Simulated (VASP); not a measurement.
Here is a VASP 6.6.1 calculation.

Contents of INCAR:

```
  PREC = Accurate
  ENCUT = 520
  EDIFF = 1E-6
  ISMEAR = -1
  SIGMA = 0.05
  LREAL = F
  LASPH = T
  NELM = 100
  ALGO = Normal
  ISIF = 2
  LWAVE = F
  LCHARG = T
  GGA = PE
  LELF = T
  LVHAR = T
  NBANDS = 34
```

The input KPOINTS:

```
regular mesh
0
Gamma
  7 7 4
```

POSCAR

```
Sr2CuSO2
1.0
    3.9536955074      0.0000000000      0.0000000000
    0.0000000000      3.9536955074      0.0000000000
    0.0000000000      0.0000000000      6.9718335423
Sr Cu S O
2 1 1 2
Direct
    0.0000000000      0.0000000000      0.7508430000
    0.0000000000      0.0000000000      0.2491570000
    0.5000000000      0.5000000000      0.0000000000
    0.5000000000      0.5000000000      0.5000000000
    0.5000000000      0.0000000000      0.0000000000
    0.0000000000      0.5000000000      0.0000000000
```

Potentials or basis: VASP PAW PBE potentials, release 64 (Sr_sv, Cu, S, O).

Launch:

```console
$ cat potpaw_PBE.64/Sr_sv/POTCAR potpaw_PBE.64/Cu/POTCAR potpaw_PBE.64/S/POTCAR potpaw_PBE.64/O/POTCAR > POTCAR
$ mpirun -np 1 vasp_std > vasp.out
```

What does it give for the largest force?

0.271 eV/Å.

Estimate the pressure.

-2.8 GPa.

Stress tensor (GPa, compression positive):
```
-3.08  0.00  0.00
 0.00 -3.08  0.00
 0.00  0.00 -2.16
```

Caveat: an odd number of electrons without spin polarisation forces a metal; a magnetic or distorted state may lie lower.
